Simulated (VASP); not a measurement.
# Ti4Al12H (a cell with a defect): single point with PBE

The system is Ti4Al12H (a cell with a defect).

```xyz
17
Lattice="-3.9797 3.9797 3.9797 3.9797 -3.9797 3.9797 3.9797 3.9797 -3.9797" Properties=species:S:1:pos:R:3 pbc="T T T"
Ti    0.0000    0.0000    3.9629
Ti    0.0000    0.0000    0.0168
Ti    3.9797    0.0000    0.0000
Ti    0.0000    3.9797    0.0000
Al    1.9899    1.9899    0.0000
Al    1.9899    1.9899    3.9797
Al   -1.9899    1.9899    3.9797
Al    1.9899   -1.9899    3.9797
Al    2.0042    0.0000    1.9899
Al   -1.9576    3.9797    1.9899
Al    1.9576    3.9797    1.9899
Al    1.9756    3.9797   -1.9899
Al    0.0000    2.0042    1.9899
Al    3.9797   -1.9576    1.9899
Al    3.9797    1.9756   -1.9899
Al    3.9797    1.9576    1.9899
H     0.0000    0.0000    1.9899
```

```
Program                : VASP 6.6.1
Task                   : single point
Functional             : PBE
Potentials or basis    : VASP PAW PBE potentials, release 64 (Ti_sv, Al, H)
Cutoff                 : 520 eV
k mesh                 : 1 × 1 × 1
Occupations            : gaussian, width 0.1 eV
Spin                   : no spin polarisation
Dipole correction      : no
Further INCAR settings : LREAL = Auto; ALGO = Normal; EDIFF = 1e-07; NBANDS = 56
```

```json
{"Pressure": "4.0 GPa", "Largest force": "0.047 eV/Å"}
```

Forces on the atoms (eV/Å):
```
Ti   0.000  0.000 -0.047
Ti   0.000  0.000  0.047
Ti   0.000  0.000  0.000
Ti   0.000  0.000  0.000
Al   0.000  0.000  0.000
Al   0.000  0.000  0.000
Al   0.000  0.000  0.000
Al   0.000  0.000  0.000
Al  -0.011  0.000  0.000
Al   0.010  0.000  0.000
Al  -0.010  0.000  0.000
Al   0.011  0.000  0.000
Al   0.000 -0.011  0.000
Al   0.000  0.010  0.000
Al   0.000  0.011  0.000
Al   0.000 -0.010  0.000
H    0.000  0.000  0.000
```

Stress tensor (GPa, compression positive):
```
3.09 0.00 0.00
0.00 3.09 0.00
0.00 0.00 5.68
```

Levels at points of the mesh, in eV from the Fermi level:
```tsv
k point	band 39	band 40	band 41	band 42	band 43	band 44	band 45	band 46	band 47	band 48
(0.00, 0.00, 0.00)	-1.56	-1.55	-0.33	-0.01	-0.01	0.02	0.24	0.24	0.29	0.30
```

Wall time 57 s on 1 thread of Intel(R) Xeon(R) Platinum 8488C (Sapphire Rapids) (shared host), peak memory 0.35 GiB.

Caveat: the k points lie up to 1.12 Å⁻¹ apart.
